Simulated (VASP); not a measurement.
Here is a VASP 6.6.1 calculation.

The input POSCAR:

```
SrO
1.0
    0.0000000000      2.5698000000      2.7753840000
    2.5698000000      0.0000000000      2.7753840000
    2.5698000000      2.5698000000      0.0000000000
Sr O
1 1
Direct
    0.0000000000      0.0000000000      0.0000000000
    0.5000000000      0.5000000000      0.5000000000
```

INCAR.step1

```
SYSTEM = SrO
PREC = Accurate
ENCUT = 520
ISMEAR = 0
SIGMA = 0.05
LREAL = .False.
LASPH = .True.
NELM = 60
NBANDS = 15
GGA = PE
ALGO = Normal
EDIFF = 1E-4
LWAVE = .True.
LCHARG = .False.
```

Contents of INCAR.step2:

```
SYSTEM = SrO
PREC = Accurate
ENCUT = 520
EDIFF = 1E-6
ISMEAR = 0
SIGMA = 0.05
LREAL = .False.
LASPH = .True.
NELM = 60
ALGO = Normal
ISIF = 2
LWAVE = .False.
LCHARG = .False.
METAGGA = R2SCAN
LMIXTAU = .True.
NBANDS = 15
ISTART = 1
```

Contents of KPOINTS:

```
Automatic mesh
0
Gamma
  8 8 8
  0 0 0
```

Potentials or basis: VASP PAW PBE potentials, release 64 (Sr_sv, O).

Command:

```console
$ cat potpaw_PBE.64/Sr_sv/POTCAR potpaw_PBE.64/O/POTCAR > POTCAR
$ cp INCAR.step1 INCAR
$ mpirun -np 1 vasp_std > vasp.out
$ cp INCAR.step2 INCAR
$ mpirun -np 1 vasp_std > vasp.out
```

(1) Estimate the pressure.

(2) Estimate the band gap on the k mesh.

Results:

(1) -3.9 GPa.

(2) 3.65 eV (least direct gap 3.76 eV).

Caveat: the cell differs from its parent crystal (strain +0.000 along x and y, +0.080 along z); the cell stands under tension; the PAW data sets were made with another functional, which shifts forces and pressure a little.
